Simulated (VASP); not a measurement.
Write the native input for VASP 6.6.1 that does the following.

| Property | Result |
| --- | --- |
| Task | relaxation of cell and atoms |
| Functional | PBE |
| Potentials or basis | VASP PAW PBE potentials, release 64 (Bi_d, H) |
| Cutoff | 600 eV |
| k mesh | 4 × 6 × 4 |
| Occupations | gaussian, width 0.1 eV |
| Spin | no spin polarisation |
| Dipole correction | no |
| Further INCAR settings | ALGO = Normal; EDIFF = 1e-06; IBRION = 2; EDIFFG = -0.04; NSW = 90; ISIF = 3 |

The structure of BiH lies in POSCAR:

```
BiH
1.0
    4.7826729392      0.0000000000      0.0000000000
    0.0000000000      3.1650041510      0.0000000000
    0.0000000000      0.0000000000      4.8831492615
Bi H
2 2
Direct
    0.7500000000      0.0000000000      0.6870000000
    0.2500000000      0.0000000000      0.3130000000
    0.7500000000      0.5000000000      0.1880000000
    0.2500000000      0.5000000000      0.8120000000
```

These files were run (other wordings do the same):

INCAR

```
ALGO = Normal
EDIFF = 1E-6
EDIFFG = -0.04
ENCUT = 600
GGA = PE
IBRION = 2
ISIF = 3
ISMEAR = 0
LASPH = T
LCHARG = F
LREAL = F
LWAVE = F
NELM = 80
NSW = 90
PREC = Accurate
SIGMA = 0.1
```

KPOINTS

```
k-points
0
Gamma
  4 6 4
```

Potentials or basis: VASP PAW PBE potentials, release 64 (Bi_d, H).

Run with:

```sh
$ cat potpaw_PBE.64/Bi_d/POTCAR potpaw_PBE.64/H/POTCAR > POTCAR
$ mpirun -np 1 vasp_std > vasp.out
```

Results of the run:

```json
{"Relaxed volume": "22.10 Å³/atom", "Relaxed cell": "a = 6.175 Å, b = 4.019 Å, c = 3.562 Å, α = 90.00°, β = 90.00°, γ = 90.00°", "Space group after relaxing (to 0.1 Å)": "Pmma (No. 51)", "Energy gained by relaxing": "424.0 meV/atom", "Ionic steps": "39", "Pressure after relaxing": "0.0 GPa", "Largest force after relaxing": "0.033 eV/Å", "Band gap on the k mesh": "zero (bands 16 and 17 overlap by 4.40 eV)"}
```

Caveat: the volume moved by over 15 % at a fixed basis, so the end points are rough; spin-orbit coupling is left out, which moves the levels of the heavy elements.

Run time: 15 min on 1 thread of Oxide Virtual Turin-like Processor, with other jobs on the host, peak memory 0.22 GiB.
